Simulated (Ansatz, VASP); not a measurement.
## C in VASP and in Ansatz

```xyz
8
Lattice="6.2616 0.0000 0.0000 0.0000 6.2616 0.0000 0.0000 0.0000 2.5737" Properties=species:S:1:pos:R:3 pbc="T T T"
C     1.3613    5.8836    1.2869
C     4.9002    5.8836    0.0000
C     4.9002    0.3780    1.2869
C     5.8836    4.9002    0.0000
C     5.8836    1.3613    1.2869
C     1.3613    0.3780    0.0000
C     0.3780    1.3613    0.0000
C     0.3780    4.9002    1.2869
```

Alike in both runs: functional PBE; k mesh 6 × 6 × 14; occupations gaussian, width 0.1 eV; no spin polarisation.

Ansatz relaxed the structure, and its values are those at the end. VASP's run is a single point on that final structure, the one shown.

|  | VASP | Ansatz |
| --- | --- | --- |
| version | VASP 6.6.1 | Ansatz 0.2.0 |
| potentials or method | VASP PAW PBE potentials, release 64 (C), cutoff 520 eV | scalar-relativistic, plane waves, PAW |
| valence electrons in the cell | 32 | 32 |

```tsv
	VASP	Ansatz	Ansatz less VASP
gap on the k mesh at the Fermi level (eV)	none	none	-
pressure (GPa)	0.4	0.0	-0.40
rms of the force components (eV/Å)	0.029	0.002	-0.0267
```

A gap of «none» marks a metal or a gap that the smearing closes. With one functional, cell and mesh, what is left measures potentials, basis and numerics.
